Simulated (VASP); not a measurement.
# Si5Ge (P-3m1) in VASP: further runs

The runs below take Si5Ge through single point, with PBE.

All numbers are computed with VASP 6.6.1; they aren't measurements. Logs are shortened: lines on timing, memory, paths and dates and some standing lists are left out, and cuts for length are marked.

**1. The cell of the first run**

It takes space group P-3m1 (No. 164, trigonal). The conventional cell has a = 3.899 Å, b = 3.899 Å, c = 19.092 Å, α = 90.00°, β = 90.00°, γ = 120.00°. Si (site symmetry 3m) has 4 Si at 2.36 to 2.38 Å within 3.1 Å. Within 3.1 Å of Si (site symmetry 3m) lie 4 Si at 2.37 to 2.38 Å. Si (site symmetry 3m) has 4 Si at 2.37 to 2.38 Å within 3.1 Å. Within 3.1 Å of Si (site symmetry 3m) lie 4 Si at 2.37 to 2.38 Å. Si (site symmetry 3m) has 1 Si at 2.36 Å and 3 Ge at 2.40 Å within 3.1 Å. Ge (site symmetry 3m) has 3 Si at 2.40 Å and 1 Ge at 2.48 Å within 3.2 Å.

**2. Single point, PBE**

File INCAR:

```
PREC = Accurate
ENCUT = 520
EDIFF = 1E-6
ISMEAR = 0
SIGMA = 0.02
LREAL = F
LASPH = T
NELM = 80
ALGO = Normal
ISIF = 2
LWAVE = F
LCHARG = T
GGA = PE
LELF = T
LVHAR = T
NBANDS = 46
```

File KPOINTS:

```
regular mesh
0
Gamma
  12 12 2
```

File POSCAR:

```
Si5Ge
1.0
    3.8986340619      0.0000000000      0.0000000000
   -1.9493170310      3.3763161377      0.0000000000
    0.0000000000      0.0000000000     19.0922127668
Si Ge
10 2
Direct
    0.3333333333      0.6666666667      0.7676969295
    0.6666666667      0.3333333333      0.7269566844
    0.0000000000      0.0000000000      0.5620614746
    0.6666666667      0.3333333333      0.6028150959
    0.0000000000      0.0000000000      0.4379385254
    0.3333333333      0.6666666667      0.3971849041
    0.6666666667      0.3333333333      0.2323030705
    0.3333333333      0.6666666667      0.2730433156
    0.6666666667      0.3333333333      0.1084400208
    0.3333333333      0.6666666667      0.8915599792
    0.0000000000      0.0000000000      0.0650575297
    0.0000000000      0.0000000000      0.9349424703
```

Potentials or basis: VASP PAW PBE potentials, release 64 (Si, Ge_d).

Launch:

```sh
cat potpaw_PBE.64/Si/POTCAR potpaw_PBE.64/Ge_d/POTCAR > POTCAR
mpirun -np 1 vasp_std > vasp.out
```

OUTCAR:

```text
PREC = Accurate
   ENCUT = 520
   EDIFF = 1E-6
   ISMEAR = 0
   LREAL = F
   LASPH = T
   NELM = 80
   ISIF = 2
   GGA = PE

 ion  position               nearest neighbor table
   1  0.333  0.667  0.768-  10 2.36   2 2.38   2 2.38   2 2.38
   2  0.667  0.333  0.727-   4 2.37   1 2.38   1 2.38   1 2.38
   3  0.000  0.000  0.562-   5 2.37   4 2.38   4 2.38   4 2.38
   4  0.667  0.333  0.603-   2 2.37   3 2.38   3 2.38   3 2.38
   5  0.000  0.000  0.438-   3 2.37   6 2.38   6 2.38   6 2.38
   6  0.333  0.667  0.397-   8 2.37   5 2.38   5 2.38   5 2.38
   7  0.667  0.333  0.232-   9 2.36   8 2.38   8 2.38   8 2.38
   8  0.333  0.667  0.273-   6 2.37   7 2.38   7 2.38   7 2.38
   9  0.667  0.333  0.108-   7 2.36  11 2.40  11 2.40  11 2.40
  10  0.333  0.667  0.892-   1 2.36  12 2.40  12 2.40  12 2.40
  11  0.000  0.000  0.065-   9 2.40   9 2.40   9 2.40  12 2.48
  12  0.000  0.000  0.935-  10 2.40  10 2.40  10 2.40  11 2.48

  LATTYP: Found a hexagonal cell.
 ALAT       =     3.8986340619
 C/A-ratio  =     4.8971543530

  Lattice vectors:

 A1 = (   3.8986340619,   0.0000000000,   0.0000000000)
 A2 = (  -1.9493170310,   3.3763161377,   0.0000000000)
 A3 = (   0.0000000000,   0.0000000000,  19.0922127668)

Analysis of symmetry for initial positions (statically):
=====================================================================
 Subroutine PRICEL returns:
 Original cell was already a primitive cell.

 Routine SETGRP: Setting up the symmetry group for a
 hexagonal supercell.

 Subroutine GETGRP returns: Found 12 space group operations
 (whereof 12 operations were pure point group operations)
 out of a pool of 24 trial point group operations.

The static configuration has the point symmetry D_3d.

Analysis of symmetry for dynamics (positions and initial velocities):
=====================================================================
 Subroutine PRICEL returns:
 Original cell was already a primitive cell.

 Routine SETGRP: Setting up the symmetry group for a
 hexagonal supercell.

 Subroutine GETGRP returns: Found 12 space group operations
 (whereof 12 operations were pure point group operations)
 out of a pool of 24 trial point group operations.

The dynamic configuration has the point symmetry D_3d.

 Subroutine INISYM returns: Found 12 space group operations
 (whereof 12 operations are pure point group operations),
 and found     1 'primitive' translations

----------------------------------------------------------------------------------------

                                     Primitive cell

  volume of cell :     251.3112

  direct lattice vectors                    reciprocal lattice vectors
     3.898634062  0.000000000  0.000000000     0.256500093  0.148090398  0.000000000
    -1.949317031  3.376316138  0.000000000     0.000000000  0.296180796  0.000000000
     0.000000000  0.000000000 19.092212767     0.000000000  0.000000000  0.052377376

  length of vectors
     3.898634062  3.898634062 19.092212767     0.296180796  0.296180796  0.052377376

  position of ions in fractional coordinates (direct lattice)
     0.333333333  0.666666667  0.767696929
     0.666666667  0.333333333  0.726956684
     0.000000000  0.000000000  0.562061475
     0.666666667  0.333333333  0.602815096
     0.000000000  0.000000000  0.437938525
     0.333333333  0.666666667  0.397184904
     0.666666667  0.333333333  0.232303071
     0.333333333  0.666666667  0.273043316
     0.666666667  0.333333333  0.108440021
     0.333333333  0.666666667  0.891559979
     0.000000000  0.000000000  0.065057530
     0.000000000  0.000000000  0.934942470

  ion indices of the primitive-cell ions
   primitive index   ion index
                 1           1
                 2           2
                 3           3
                 4           4
                 5           5
                 6           6
                 7           7
                 8           8
                 9           9
                10          10
                11          11
                12          12

----------------------------------------------------------------------------------------

 KPOINTS: regular mesh

Automatic generation of k-mesh.
 Grid dimensions read from file:
 generate k-points for:   12   12    2

 Generating k-lattice:

  Cartesian coordinates                     Fractional coordinates (reciprocal lattice)
     0.021375008  0.012340866  0.000000000     0.083333333  0.000000000  0.000000000
     0.000000000  0.024681733  0.000000000     0.000000000  0.083333333  0.000000000
     0.000000000  0.000000000  0.026188688     0.000000000  0.000000000  0.500000000

  Length of vectors
     0.024681733  0.024681733  0.026188688

  Shift w.r.t. Gamma in fractional coordinates (k-lattice)
     0.000000000  0.000000000  0.000000000

 Subroutine IBZKPT returns following result:
 ===========================================

 Found     38 irreducible k-points:

 Following reciprocal coordinates:
            Coordinates               Weight
  0.000000  0.000000  0.000000      1.000000
  0.083333 -0.000000  0.000000      6.000000
  0.166667  0.000000  0.000000      6.000000
  0.250000 -0.000000  0.000000      6.000000
  0.333333  0.000000  0.000000      6.000000
  0.416667  0.000000  0.000000      6.000000
[... 16 lines left out ...]
  0.250000 -0.000000  0.500000      6.000000
  0.333333  0.000000  0.500000      6.000000
 [... further k-points ...]
   k-points           NKPTS =     38   k-points in BZ     NKDIM =     38   number of bands    NBANDS=     46
   number of dos      NEDOS =    301   number of ions     NIONS =     12
   total plane-waves  NPLWV = 129600
   dimension x,y,z NGX =    30 NGY =   30 NGZ =  144
   dimension x,y,z NGXF=    60 NGYF=   60 NGZF=  288
   ions per type =              10   2
   NGX,Y,Z   is equivalent  to a cutoff of  12.79, 12.79, 12.54 a.u.
   NGXF,Y,Z  is equivalent  to a cutoff of  25.59, 25.59, 25.08 a.u.
 SYSTEM =  unknown system
   PREC   = accura    normal or accurate (medium, high low for compatibility)
   ISTART =      0    job   : 0-new  1-cont  2-samecut
   ICHARG =      2    charge: 1-file 2-atom 10-const
   ISPIN  =      1    spin polarized calculation?
   LNONCOLLINEAR =      F non collinear calculations
   LSORBIT =      F    spin-orbit coupling
   LASPH  =      T    aspherical Exc in radial PAW
   ENCUT  =  520.0 eV  38.22 Ry    6.18 a.u.   7.25  7.25 35.50*2*pi/ulx,y,z
   NELM   =     80;   NELMIN=  2; NELMDL= -5     # of ELM steps
   EDIFF  = 0.1E-05   stopping-criterion for ELM
   LREAL  =      F    real-space projection
   EDIFFG = 0.1E-04   stopping-criterion for IOM
   NSW    =      0    number of steps for IOM
   IBRION =     -1    ionic relax: 0-MD 1-quasi-New 2-CG
   NFREE  =      0    steps in history (QN), initial steepest desc. (CG)
   ISIF   =      2    stress and relaxation
   ISYM   =      2    0-nonsym 1-usesym 2-fastsym
   POTIM  = 0.5000    time-step for ionic-motion
   TEBEG  =    0.0;   TEEND  =   0.0 temperature during run
   PSTRESS=    0.0 pullay stress
   NELECT =      68.0000    total number of electrons
   NUPDOWN=      -1.0000    fix difference up-down
   EMIN   =  10.00;   EMAX   =-10.00  energy-range for DOS
   EFERMI =   0.00;   METHOD = LEGACY
   ISMEAR =     0;   SIGMA  =   0.02  broadening in eV -4-tet -1-fermi 0-gaus
   EFERMI_NEDOS =   21; number of points for ismear=-14 and -15
   IALGO  =     38    algorithm
   IMIX   =      4    mixing-type and parameters
     AMIX     =   0.40;   BMIX     =  1.00
     AMIX_MAG =   1.60;   BMIX_MAG =  1.00
  volume/ion in A,a.u.               =      20.94       141.33
  Fermi-wavevector in a.u.,A,eV,Ry     =   1.058865  2.000964 15.254780  1.121195
  Thomas-Fermi vector in A             =   2.194190
   LORBIT       =      0    0 simple, 1 ext, 2 COOP (PROOUT), +10 PAW based schemes
   GGA     = PE    functional components
   LHFCALC =     F    Hartree Fock is set to
   AEXX    =    0.0000 exact exchange contribution
   IVDW    =     0    specifies the selected vdW correction
   LEPSILON=     F    determine dielectric tensor
   LRPA    =     F    only Hartree local field effects (RPA)
 non-spin polarized calculation
 Gauss-broadening in eV      SIGMA  =   0.02
  energy-cutoff  :      520.00
  volume of cell :      251.31
 maximum number of plane-waves:      6833
 NGX is ok and might be reduce to    30
   NGX = 15   NGY = 15   NGZ = 71

 number of electron      67.9999988 magnetization

 Free energy of the ion-electron system (eV)
  ---------------------------------------------------
  ext. energy  EPLUGINS =         0.00000000
  ---------------------------------------------------
  free energy    TOTEN  =       -63.17308133 eV

  energy without entropy =      -63.17308133  energy(sigma->0) =      -63.17308133

 E-fermi :   5.6100     XC(G=0):  -9.4118

 val. band max:        5.5069172116   @ k =   0.0000   0.0000   0.0000
 cond. band min:       6.0533423751   @ k =   0.4167   0.0000   0.5000
 fundamental gap:      0.5464251635
 Fermi energy:         5.6100421478

 k-point     1 :       0.0000    0.0000    0.0000
  band No.  band energies     occupation
      1     -18.8377      2.00000
      2     -18.7557      2.00000
      3     -18.7557      2.00000
      4     -18.7201      2.00000
      5     -18.7201      2.00000
      6     -18.7042      2.00000
[... 38 lines left out ...]
     45       8.5057      0.00000
     46       8.6835      0.00000

 k-point     2 :       0.0833   -0.0000    0.0000
  band No.  band energies     occupation
      1     -18.8373      2.00000
      2     -18.7560      2.00000
      3     -18.7557      2.00000
      4     -18.7203      2.00000
      5     -18.7195      2.00000
      6     -18.7042      2.00000
[... 1070 lines left out ...]
 k-point    24 :       0.3333    0.0000    0.5000
  band No.  band energies     occupation
      1     -18.8341      2.00000
      2     -18.7595      2.00000
      3     -18.7562      2.00000
      4     -18.7217      2.00000
      5     -18.7131      2.00000
      6     -18.7051      2.00000
[... 38 lines left out ...]
     45       9.0210      0.00000
     46       9.2976      0.00000

 [... further k-points ...]

------------------------ aborting loop because EDIFF is reached ----------------------------------------

  FORCE on cell =-STRESS in cart. coord.  units (eV):
  Direction    XX          YY          ZZ          XY          YZ          ZX
  --------------------------------------------------------------------------------------
  -------------------------------------------------------------------------------------
  Total       -0.1321724     -0.1321724     -0.1075878      0.0000000     -0.0000000     -0.0000000
  in kB       -0.8426351     -0.8426351     -0.6859014      0.0000000     -0.0000000     -0.0000000
  external PRESSURE =      -0.7903905 kB  Pullay stress =       0.0000000 kB

 VOLUME and BASIS-vectors are now :
 -----------------------------------------------------------------------------
  energy-cutoff  :      520.00
  volume of cell :      251.31
      direct lattice vectors                 reciprocal lattice vectors
     3.898634062  0.000000000  0.000000000     0.256500093  0.148090398  0.000000000
    -1.949317031  3.376316138  0.000000000     0.000000000  0.296180796  0.000000000
     0.000000000  0.000000000 19.092212767     0.000000000  0.000000000  0.052377376

 POSITION                                       TOTAL-FORCE (eV/Angst)
 -----------------------------------------------------------------------------------
     -0.00000      2.25088     14.65703        -0.000000      0.000000      0.000663
      1.94932      1.12544     13.87921         0.000000     -0.000000     -0.000581
      0.00000      0.00000     10.73100         0.000000      0.000000     -0.000362
      1.94932      1.12544     11.50907        -0.000000      0.000000      0.000394
      0.00000      0.00000      8.36122        -0.000000      0.000000      0.000362
     -0.00000      2.25088      7.58314         0.000000     -0.000000     -0.000394
      1.94932      1.12544      4.43518         0.000000      0.000000     -0.000663
     -0.00000      2.25088      5.21300         0.000000      0.000000      0.000581
      1.94932      1.12544      2.07036        -0.000000     -0.000000     -0.001402
     -0.00000      2.25088     17.02185         0.000000      0.000000      0.001402
      0.00000      0.00000      1.24209        -0.000000      0.000000      0.007405
      0.00000      0.00000     17.85012         0.000000     -0.000000     -0.007405
 -----------------------------------------------------------------------------------
    total drift:                                0.000000      0.000000      0.000000

  FREE ENERGIE OF THE ION-ELECTRON SYSTEM (eV)
  ---------------------------------------------------
  free  energy   TOTEN  =       -63.1730813253 eV

  energy  without entropy=      -63.1730813253  energy(sigma->0) =      -63.17308133
```

Wall time 5.1 min (1 thread of Intel Xeon 6975P-C (Granite Rapids), shared host); peak memory 0.54 GiB.

What came out:

| Item | Value |
| --- | --- |
| Free energy | -63.1731 eV |
| Pressure | -0.1 GPa |
| Largest force | 0.007 eV/Å |
| Band gap on the k mesh | 0.55 eV (least direct gap 1.15 eV) |

Forces in eV/Å, atoms in the order of the input:
```
Si   0.000  0.000  0.001
Si   0.000  0.000 -0.001
Si   0.000  0.000  0.000
Si   0.000  0.000  0.000
Si   0.000  0.000  0.000
Si   0.000  0.000  0.000
Si   0.000  0.000 -0.001
Si   0.000  0.000  0.001
Si   0.000  0.000 -0.001
Si   0.000  0.000  0.001
Ge   0.000  0.000  0.007
Ge   0.000  0.000 -0.007
```

Levels at points of the mesh, in eV from the valence-band top:
```tsv
k point	band 30	band 31	band 32	band 33	band 34	band 35	band 36	band 37	band 38	band 39
(0.00, 0.00, 0.00)	-0.52	-0.52	-0.09	0.00	0.00	1.15	1.36	1.41	1.96	1.99
(0.50, 0.00, 0.00)	-2.54	-1.85	-1.83	-1.28	-1.27	0.62	0.65	0.94	1.16	1.19
(0.00, 0.00, 0.50)	-0.77	-0.31	-0.31	-0.06	-0.06	1.19	1.24	1.65	1.66	2.30
(0.50, 0.00, 0.50)	-2.22	-1.92	-1.83	-1.50	-1.39	0.62	0.81	1.23	1.27	1.44
```

Caveat: semilocal functionals underestimate gaps, and a narrow one can read as zero. A k mesh can miss the band edges.

**3. Single point, PBE**

File INCAR:

```
SYSTEM = Si5Ge
PREC     = Accurate       ! precision mode
ENCUT    = 520            ! plane-wave cutoff, eV
EDIFF    = 1E-6           ! SCF threshold, eV
ISMEAR   = 0              ! smearing method
SIGMA    = 0.02           ! smearing width, eV
LREAL    = .FALSE.        ! projectors in reciprocal space
LASPH    = .TRUE.         ! aspherical terms in the spheres
NELM     = 60             ! most SCF steps
ALGO     = Normal         ! electronic algorithm
ISIF     = 2              ! what is computed and relaxed
LWAVE    = .FALSE.        ! write WAVECAR
LCHARG   = .FALSE.        ! write CHGCAR
GGA      = PE             ! functional
NBANDS   = 46             ! bands
```

File KPOINTS:

```
regular mesh
0
G
  12 12 2
  0 0 0
```

POSCAR is that of step 2.

Potentials or basis: VASP PAW PBE potentials, release 64 (Si, Ge_d).

Launch:

```sh
cat potpaw_PBE.64/Si/POTCAR potpaw_PBE.64/Ge_d/POTCAR > POTCAR
mpirun -np 1 vasp_std > vasp.out
```

It took 5.4 min on 1 thread of Intel Xeon 6975P-C (Granite Rapids), shared host; peak memory 0.53 GiB.

The run converged. Its results:

| Item | Value |
| --- | --- |
| Free energy | -63.1731 eV |
| Pressure | -0.1 GPa |
| Largest force | 0.007 eV/Å |
| Band gap on the k mesh | 0.55 eV (least direct gap 1.15 eV) |

Forces in eV/Å, atoms in the order of the input:
```
Si   0.000  0.000  0.001
Si   0.000  0.000 -0.001
Si   0.000  0.000  0.000
Si   0.000  0.000  0.000
Si   0.000  0.000  0.000
Si   0.000  0.000  0.000
Si   0.000  0.000 -0.001
Si   0.000  0.000  0.001
Si   0.000  0.000 -0.001
Si   0.000  0.000  0.001
Ge   0.000  0.000  0.007
Ge   0.000  0.000 -0.007
```

Levels at points of the mesh, in eV from the valence-band top:
| k point | band 30 | band 31 | band 32 | band 33 | band 34 | band 35 | band 36 | band 37 | band 38 | band 39 |
| --- | --- | --- | --- | --- | --- | --- | --- | --- | --- | --- |
| (0.00, 0.00, 0.00) | -0.52 | -0.52 | -0.09 | 0.00 | 0.00 | 1.15 | 1.36 | 1.41 | 1.96 | 1.99 |
| (0.50, 0.00, 0.00) | -2.54 | -1.85 | -1.83 | -1.28 | -1.27 | 0.62 | 0.65 | 0.94 | 1.16 | 1.19 |
| (0.00, 0.00, 0.50) | -0.77 | -0.31 | -0.31 | -0.06 | -0.06 | 1.19 | 1.24 | 1.65 | 1.66 | 2.30 |
| (0.50, 0.00, 0.50) | -2.22 | -1.92 | -1.83 | -1.50 | -1.39 | 0.62 | 0.81 | 1.23 | 1.27 | 1.44 |

Caveat: semilocal functionals underestimate gaps, and a narrow one can read as zero. A k mesh can miss the band edges.
